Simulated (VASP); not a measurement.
Wanted: the native input for a VASP 6.6.1 run.

* Task: single point
* Functional: PBE
* Potentials or basis: VASP PAW PBE potentials, release 64 (Cu, Ni)
* Cutoff: 520 eV
* k mesh: 6 × 6 × 6
* Occupations: gaussian, width 0.1 eV
* Spin: collinear spin, ferromagnetic start
* Starting moments: [0.0, 0.0, 2.0, 2.0, 2.0] μB
* Dipole correction: no
* Further INCAR settings: ALGO = Normal; EDIFF = 1e-06; NBANDS = 38

The structure of Cu2Ni3 lies in POSCAR:

```
Cu2Ni3
1.0
    1.2534051400      0.7236538000     10.2340101500
   -1.2534051400      0.7236538000     10.2340101500
    0.0000000000     -1.4473075900     10.2340101500
Cu Ni
2 3
Direct
    0.1000000000      0.1000000000      0.1000000000
    0.9000000000      0.9000000000      0.9000000000
    0.7000000000      0.7000000000      0.7000000000
    0.3000000000      0.3000000000      0.3000000000
    0.5000000000      0.5000000000      0.5000000000
```

The input as run:

INCAR

```
SYSTEM = Cu2Ni3
PREC = Accurate
ENCUT = 520
EDIFF = 1E-6
ISMEAR = 0
SIGMA = 0.1
LREAL = .False.
LASPH = .True.
NELM = 150
ALGO = Normal
ISIF = 2
LWAVE = .False.
LCHARG = .False.
ISPIN = 2
MAGMOM = 0 0 2 2 2
LORBIT = 11
LMAXMIX = 4
GGA = PE
NBANDS = 38
```

KPOINTS

```
Automatic mesh
0
Gamma
  6 6 6
  0 0 0
```

Potentials or basis: VASP PAW PBE potentials, release 64 (Cu, Ni).

Launch:

```console
$ cat potpaw_PBE.64/Cu/POTCAR potpaw_PBE.64/Ni/POTCAR > POTCAR
$ mpirun -np 1 vasp_std > vasp.out
```

It gave:

* Pressure: 1.4 GPa
* Largest force: 0.415 eV/Å
* Net moment: 1.02 μB per cell
* Site moments: Cu +0.01; Ni +0.49, +0.05 μB
* Valence electrons inside the program's atomic spheres: Cu 10.06; Ni 9.28, 9.30

Caveat: the k points lie up to 0.48 Å⁻¹ apart.

Run time: 26 min on 1 thread of Intel(R) Xeon(R) 6975P-C (Granite Rapids), with other jobs on the host, peak memory 1.3 GiB.
